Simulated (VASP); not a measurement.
# CsPbBr3 in VASP: further runs

The runs below take CsPbBr3 through relaxation of cell and atoms, relaxation of the atoms, with PBE, r2SCAN, PBEsol.

Everything below comes from runs of VASP 6.6.1. Logs are shortened: lines on timing, memory, paths and dates and some standing lists are left out, and cuts for length are marked.

### 1 The cell of the first run

Symmetry: Pm-3m, No. 221, cubic system. The conventional cell has a = 5.870 Å, b = 5.870 Å, c = 5.870 Å, α = 90.00°, β = 90.00°, γ = 90.00°. Within 3.9 Å of Pb (site symmetry m-3m) lie 6 Br at 2.94 Å. Cs (site symmetry m-3m) has 12 Br at 4.15 Å and 8 Pb at 5.08 Å within 5.4 Å. Br (site symmetry 4/mmm) has 2 Pb at 2.94 Å within 3.9 Å.

### 2 Relaxation of cell and atoms, PBE

File INCAR:

```
  PREC = Accurate
  ENCUT = 600
  EDIFF = 1E-7
  ISMEAR = -1
  SIGMA = 0.05
  LREAL = F
  LASPH = T
  NELM = 80
  ALGO = Normal
  ISIF = 3
  LWAVE = F
  LCHARG = F
  GGA = PE
  IBRION = 2
  NSW = 60
  EDIFFG = -0.01
```

File KPOINTS:

```
Automatic mesh
0
Gamma
  5 5 5
```

File POSCAR:

```
CsPbBr3
1.0
    5.8700000000      0.0000000000      0.0000000000
    0.0000000000      5.8700000000      0.0000000000
    0.0000000000      0.0000000000      5.8700000000
Pb Cs Br
1 1 3
Direct
    0.5000000000      0.5000000000      0.5000000000
    0.0000000000      0.0000000000      0.0000000000
    0.5000000000      0.5000000000      0.0000000000
    0.5000000000      0.0000000000      0.5000000000
    0.0000000000      0.5000000000      0.5000000000
```

Potentials or basis: VASP PAW PBE potentials, release 64 (Pb_d, Cs_sv, Br).

Run with:

```
cat potpaw_PBE.64/Pb_d/POTCAR potpaw_PBE.64/Cs_sv/POTCAR potpaw_PBE.64/Br/POTCAR > POTCAR
mpirun -np 1 vasp_std > vasp.out
```

OUTCAR:

```text
PREC = Accurate
   ENCUT = 600
   EDIFF = 1E-7
   ISMEAR = -1
   LREAL = F
   LASPH = T
   NELM = 80
   ISIF = 3
   GGA = PE
   IBRION = 2
   NSW = 60
   EDIFFG = -0.01

 ion  position               nearest neighbor table
   1  0.500  0.500  0.500-   3 2.94   4 2.94   5 2.94   3 2.94   4 2.94   5 2.94
   2  0.000  0.000  0.000-
   3  0.500  0.500  0.000-   1 2.94   1 2.94
   4  0.500  0.000  0.500-   1 2.94   1 2.94
   5  0.000  0.500  0.500-   1 2.94   1 2.94

  LATTYP: Found a simple cubic cell.
 ALAT       =     5.8700000000

  Lattice vectors:

 A1 = (   5.8700000000,   0.0000000000,   0.0000000000)
 A2 = (   0.0000000000,   5.8700000000,   0.0000000000)
 A3 = (   0.0000000000,   0.0000000000,   5.8700000000)

Analysis of symmetry for initial positions (statically):
=====================================================================
 Subroutine PRICEL returns:
 Original cell was already a primitive cell.

 Routine SETGRP: Setting up the symmetry group for a
 simple cubic supercell.

 Subroutine GETGRP returns: Found 48 space group operations
 (whereof 48 operations were pure point group operations)
 out of a pool of 48 trial point group operations.

The static configuration has the point symmetry O_h .

Analysis of symmetry for dynamics (positions and initial velocities):
=====================================================================
 Subroutine PRICEL returns:
 Original cell was already a primitive cell.

 Routine SETGRP: Setting up the symmetry group for a
 simple cubic supercell.

 Subroutine GETGRP returns: Found 48 space group operations
 (whereof 48 operations were pure point group operations)
 out of a pool of 48 trial point group operations.

The dynamic configuration has the point symmetry O_h .

 Subroutine INISYM returns: Found 48 space group operations
 (whereof 48 operations are pure point group operations),
 and found     1 'primitive' translations

----------------------------------------------------------------------------------------

                                     Primitive cell

  volume of cell :     202.2620

  direct lattice vectors                    reciprocal lattice vectors
     5.870000000  0.000000000  0.000000000     0.170357751  0.000000000  0.000000000
     0.000000000  5.870000000  0.000000000     0.000000000  0.170357751  0.000000000
     0.000000000  0.000000000  5.870000000     0.000000000  0.000000000  0.170357751

  length of vectors
     5.870000000  5.870000000  5.870000000     0.170357751  0.170357751  0.170357751

  position of ions in fractional coordinates (direct lattice)
     0.500000000  0.500000000  0.500000000
     0.000000000  0.000000000  0.000000000
     0.500000000  0.500000000  0.000000000
     0.500000000  0.000000000  0.500000000
     0.000000000  0.500000000  0.500000000

  ion indices of the primitive-cell ions
   primitive index   ion index
                 1           1
                 2           2
                 3           3
                 4           4
                 5           5

----------------------------------------------------------------------------------------

 KPOINTS: Automatic mesh

Automatic generation of k-mesh.
 Grid dimensions read from file:
 generate k-points for:    5    5    5

 Generating k-lattice:

  Cartesian coordinates                     Fractional coordinates (reciprocal lattice)
     0.034071550  0.000000000  0.000000000     0.200000000  0.000000000  0.000000000
     0.000000000  0.034071550  0.000000000     0.000000000  0.200000000  0.000000000
     0.000000000  0.000000000  0.034071550     0.000000000  0.000000000  0.200000000

  Length of vectors
     0.034071550  0.034071550  0.034071550

  Shift w.r.t. Gamma in fractional coordinates (k-lattice)
     0.000000000  0.000000000  0.000000000

 Subroutine IBZKPT returns following result:
 ===========================================

 Found     10 irreducible k-points:

 Following reciprocal coordinates:
            Coordinates               Weight
  0.000000  0.000000  0.000000      1.000000
  0.200000  0.000000  0.000000      6.000000
  0.400000  0.000000  0.000000      6.000000
  0.200000  0.200000  0.000000     12.000000
  0.400000  0.200000  0.000000     24.000000
  0.400000  0.400000  0.000000     12.000000
  0.200000  0.200000  0.200000      8.000000
  0.400000  0.200000  0.200000     24.000000
  0.400000  0.400000  0.200000     24.000000
  0.400000  0.400000  0.400000      8.000000
   k-points           NKPTS =     10   k-points in BZ     NKDIM =     10   number of bands    NBANDS=     26
   number of dos      NEDOS =    301   number of ions     NIONS =      5
   total plane-waves  NPLWV = 110592
   dimension x,y,z NGX =    48 NGY =   48 NGZ =   48
   dimension x,y,z NGXF=    96 NGYF=   96 NGZF=   96
   ions per type =               1   1   3
   NGX,Y,Z   is equivalent  to a cutoff of  13.59, 13.59, 13.59 a.u.
   NGXF,Y,Z  is equivalent  to a cutoff of  27.19, 27.19, 27.19 a.u.
 SYSTEM =  unknown system
   PREC   = accura    normal or accurate (medium, high low for compatibility)
   ISTART =      0    job   : 0-new  1-cont  2-samecut
   ICHARG =      2    charge: 1-file 2-atom 10-const
   ISPIN  =      1    spin polarized calculation?
   LNONCOLLINEAR =      F non collinear calculations
   LSORBIT =      F    spin-orbit coupling
   LASPH  =      T    aspherical Exc in radial PAW
   ENCUT  =  600.0 eV  44.10 Ry    6.64 a.u.  11.72 11.72 11.72*2*pi/ulx,y,z
   NELM   =     80;   NELMIN=  2; NELMDL= -5     # of ELM steps
   EDIFF  = 0.1E-06   stopping-criterion for ELM
   LREAL  =      F    real-space projection
   EDIFFG = -.1E-01   stopping-criterion for IOM
   NSW    =     60    number of steps for IOM
   IBRION =      2    ionic relax: 0-MD 1-quasi-New 2-CG
   NFREE  =      1    steps in history (QN), initial steepest desc. (CG)
   ISIF   =      3    stress and relaxation
   ISYM   =      2    0-nonsym 1-usesym 2-fastsym
   POTIM  = 0.5000    time-step for ionic-motion
   TEBEG  =    0.0;   TEEND  =   0.0 temperature during run
   PSTRESS=    0.0 pullay stress
   NELECT =      44.0000    total number of electrons
   NUPDOWN=      -1.0000    fix difference up-down
   EMIN   =  10.00;   EMAX   =-10.00  energy-range for DOS
   EFERMI =   0.00;   METHOD = LEGACY
   ISMEAR =    -1;   SIGMA  =   0.05  broadening in eV -4-tet -1-fermi 0-gaus
   EFERMI_NEDOS =   21; number of points for ismear=-14 and -15
   IALGO  =     38    algorithm
   IMIX   =      4    mixing-type and parameters
     AMIX     =   0.40;   BMIX     =  1.00
     AMIX_MAG =   1.60;   BMIX_MAG =  1.00
  volume/ion in A,a.u.               =      40.45       272.99
  Fermi-wavevector in a.u.,A,eV,Ry     =   0.984587  1.860600 13.189657  0.969412
  Thomas-Fermi vector in A             =   2.115831
   LORBIT       =      0    0 simple, 1 ext, 2 COOP (PROOUT), +10 PAW based schemes
   GGA     = PE    functional components
   LHFCALC =     F    Hartree Fock is set to
   AEXX    =    0.0000 exact exchange contribution
   IVDW    =     0    specifies the selected vdW correction
   LEPSILON=     F    determine dielectric tensor
   LRPA    =     F    only Hartree local field effects (RPA)
 conjugate gradient relaxation of ions
 non-spin polarized calculation
  energy-cutoff  :      600.00
  volume of cell :      202.26
 maximum number of plane-waves:      6767
 NGX is ok and might be reduce to    48
   NGX = 23   NGY = 23   NGZ = 23

--------------------------------------- Ionic step        1  -------------------------------------------

 number of electron      44.0000000 magnetization

 Free energy of the ion-electron system (eV)
  ---------------------------------------------------
  ext. energy  EPLUGINS =         0.00000000
  ---------------------------------------------------
  free energy    TOTEN  =       -15.84918692 eV

  energy without entropy =      -15.84918692  energy(sigma->0) =      -15.84918692

------------------------ aborting loop because EDIFF is reached ----------------------------------------

  FORCE on cell =-STRESS in cart. coord.  units (eV):
  Direction    XX          YY          ZZ          XY          YZ          ZX
  --------------------------------------------------------------------------------------
  -------------------------------------------------------------------------------------
  Total        1.7715339      1.7715339      1.7715339      0.0000000      0.0000000     -0.0000000
  in kB       14.0328456     14.0328456     14.0328456      0.0000000      0.0000000     -0.0000000
  external PRESSURE =      14.0328456 kB  Pullay stress =       0.0000000 kB

 VOLUME and BASIS-vectors are now :
 -----------------------------------------------------------------------------
  energy-cutoff  :      600.00
  volume of cell :      202.26
      direct lattice vectors                 reciprocal lattice vectors
     5.870000000  0.000000000  0.000000000     0.170357751  0.000000000  0.000000000
     0.000000000  5.870000000  0.000000000     0.000000000  0.170357751  0.000000000
     0.000000000  0.000000000  5.870000000     0.000000000  0.000000000  0.170357751
[... 40 lines left out ...]
 POSITION                                       TOTAL-FORCE (eV/Angst)
 -----------------------------------------------------------------------------------
      2.98517      2.98517      2.98517        -0.000000      0.000000      0.000000
      0.00000      0.00000      0.00000         0.000000     -0.000000      0.000000
      2.98517      2.98517     -0.00000         0.000000     -0.000000      0.000000
      2.98517      0.00000      2.98517         0.000000     -0.000000      0.000000
      0.00000      2.98517      2.98517         0.000000     -0.000000      0.000000
 -----------------------------------------------------------------------------------
    total drift:                                0.000000     -0.000000     -0.000000

  FREE ENERGIE OF THE ION-ELECTRON SYSTEM (eV)
  ---------------------------------------------------
  free  energy   TOTEN  =       -15.9026532635 eV

  energy  without entropy=      -15.9026532634  energy(sigma->0) =      -15.90265326

--------------------------------------- Ionic step        3  -------------------------------------------

 number of electron      43.9999993 magnetization

 Free energy of the ion-electron system (eV)
  ---------------------------------------------------
  ext. energy  EPLUGINS =         0.00000000
  ---------------------------------------------------
  free energy    TOTEN  =       -15.90520829 eV

  energy without entropy =      -15.90520829  energy(sigma->0) =      -15.90520829

 E-fermi :   1.1766     XC(G=0):  -7.3687

 val. band max:        0.0493936293   @ k =   0.4000   0.4000   0.4000
 cond. band min:       2.7950413142   @ k =   0.4000   0.4000   0.4000
 fundamental gap:      2.7456476850
 Fermi energy:         1.1765917755

 k-point     1 :       0.0000    0.0000    0.0000
  band No.  band energies     occupation
      1     -20.6376      2.00000
      2     -16.0479      2.00000
      3     -16.0479      2.00000
      4     -15.9391      2.00000
      5     -15.9391      2.00000
      6     -15.9391      2.00000
[... 18 lines left out ...]
     25       5.0732      0.00000
     26       5.8065      0.00000
[... 281 lines left out ...]
 POSITION                                       TOTAL-FORCE (eV/Angst)
 -----------------------------------------------------------------------------------
      3.00010      3.00010      3.00010        -0.000000      0.000000      0.000000
      0.00000      0.00000      0.00000         0.000000     -0.000000      0.000000
      3.00010      3.00010     -0.00000         0.000000     -0.000000      0.000000
      3.00010      0.00000      3.00010         0.000000     -0.000000      0.000000
      0.00000      3.00010      3.00010         0.000000     -0.000000      0.000000
 -----------------------------------------------------------------------------------
    total drift:                                0.000000     -0.000000     -0.000000

  FREE ENERGIE OF THE ION-ELECTRON SYSTEM (eV)
  ---------------------------------------------------
  free  energy   TOTEN  =       -15.9052082868 eV

  energy  without entropy=      -15.9052082868  energy(sigma->0) =      -15.90520829

 reached required accuracy - stopping structural energy minimisation
```

It took 6.8 min on 1 thread of Intel Xeon 8259CL, shared host; peak memory 0.38 GiB.

What came out:

| Item | Value |
| --- | --- |
| Free energy | -15.9052 eV |
| Relaxed volume | 43.20 Å³/atom |
| Relaxed cell | a = 6.000 Å, b = 6.000 Å, c = 6.000 Å, α = 90.00°, β = 90.00°, γ = 90.00° |
| Space group after relaxing (to 0.1 Å) | Pm-3m (No. 221) |
| Energy gained by relaxing | 11.2 meV/atom |
| Ionic steps | 3 |
| Pressure after relaxing | 0.0 GPa |
| Band gap on the k mesh | 2.75 eV |

The path:
| step | energy change (eV) | largest force (eV/Å) | pressure (GPa) | volume (Å³) |
| --- | --- | --- | --- | --- |
| 1 | 0.0000 | 0.0000 | 1.40 | 202.26 |
| 2 | -0.0535 | 0.0000 | 0.27 | 212.81 |
| 3 | -0.0560 | 0.0000 | -0.01 | 216.02 |

Final structure:
```
Pb Cs Br
1.0
     6.00019    0.00000    0.00000
     0.00000    6.00019    0.00000
     0.00000    0.00000    6.00019
Pb Cs Br
1 1 3
Direct
  0.50000 0.50000 0.50000
  0.00000 0.00000 0.00000
  0.50000 0.50000 0.00000
  0.50000 0.00000 0.50000
  0.00000 0.50000 0.50000
```

Caveat: spin-orbit coupling is left out, which moves the levels of the heavy elements; an odd mesh through Γ misses points on the zone boundary, where band edges can lie.

(Part 1 of 2 ends here.)
